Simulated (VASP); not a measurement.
Here is a VASP 6.6.1 calculation.

File INCAR:

```
PREC = Accurate ; ENCUT = 400
EDIFF = 1E-6 ; ISMEAR = -1
SIGMA = 0.0931 ; LREAL = Auto
LASPH = True ; NELM = 120
ALGO = Normal ; ISIF = 2
LWAVE = False ; LCHARG = False
GGA = PE ; NBANDS = 95
ISYM = -1 ; GGA_COMPAT = False
```

File KPOINTS:

```
explicit points
1
Reciprocal
  0.25000000   0.25000000   0.25000000 1
```

Contents of POSCAR:

```
Ti13Be3
1.0
    6.1453290000      0.1157260000     -0.0247540000
    0.1157260000      6.2830310000     -0.1349560000
   -0.0247540000     -0.1349560000      6.3427070000
Ti Be
13 3
Direct
    0.3060313766      0.1681674970      0.1526155494
    0.5962487724      0.9849838816      0.8449994658
    0.3414416548      0.2384793185      0.5700719364
    0.5843355575      0.9195744685      0.3626049153
    0.8741681721      0.7504155431      0.0833242398
    0.3427468213      0.7285884556      0.6093806223
    0.5542370286      0.4989641009      0.3110610001
    0.8762379989      0.1702199266      0.0592088829
    0.0877619298      0.5038488639      0.2951581850
    0.6011103260      0.4597707329      0.8567967437
    0.0919502790      0.4447729912      0.8398850713
    0.8355478734      0.1737839970      0.5412419879
    0.8625006802      0.7031608801      0.5861048164
    0.2930603118      0.7444385583      0.0679053699
    0.0999523195      0.9367616239      0.7919351818
    0.1251857471      0.9233261268      0.3429927078
```

Potentials or basis: VASP PAW PBE potentials, release 64 (Ti_sv, Be).

Command:

```sh
$ cat potpaw_PBE.64/Ti_sv/POTCAR potpaw_PBE.64/Be/POTCAR > POTCAR
$ mpirun -np 1 vasp_std > vasp.out
```

Q: Estimate the pressure.

A: 3.5 GPa.

Q: What does it give for the largest force?

A: 1.873 eV/Å.

Stress tensor (GPa, compression positive):
```
 1.96 -0.85 -0.56
-0.85  3.46 -0.02
-0.56 -0.02  5.16
```

Caveat: the atoms stand as in a frame of molecular dynamics.
